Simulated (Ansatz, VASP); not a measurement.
# One calculation of Sc, two programs

```
CELL_PARAMETERS angstrom
3.35843 0.00000 0.00000
-1.67921 2.90849 0.00000
0.00000 0.00000 5.10996
ATOMIC_POSITIONS crystal
Sc 0.33333 0.66667 0.25000
Sc 0.66667 0.33333 0.75000
```

Change from the starting cell: strain +0.015 along x and y, -0.030 along z, atoms carried along.

Alike in both runs: task single point; functional PBE; k mesh 18 × 18 × 10; occupations gaussian, width 0.15 eV; no spin polarisation.

|  | VASP | Ansatz |
| --- | --- | --- |
| version | VASP 6.6.1 | Ansatz 0.2.0 |
| potentials or method | VASP PAW PBE potentials, release 64 (Sc_sv), cutoff 520 eV | scalar-relativistic, plane waves, PAW |
| valence electrons in the cell | 22 | 22 |

|  | VASP | Ansatz | Ansatz less VASP |
| --- | --- | --- | --- |
| gap on the k mesh at the Fermi level (eV) | none | none | - |
| pressure (GPa) | -0.6 | -0.7 | -0.05 |
| traceless stress, the component that is largest in VASP (GPa) | 1.17 | 1.16 | -0.002 |

A gap of «none» marks a metal or a gap that the smearing closes. With one functional, cell and mesh, what is left measures potentials, basis and numerics.
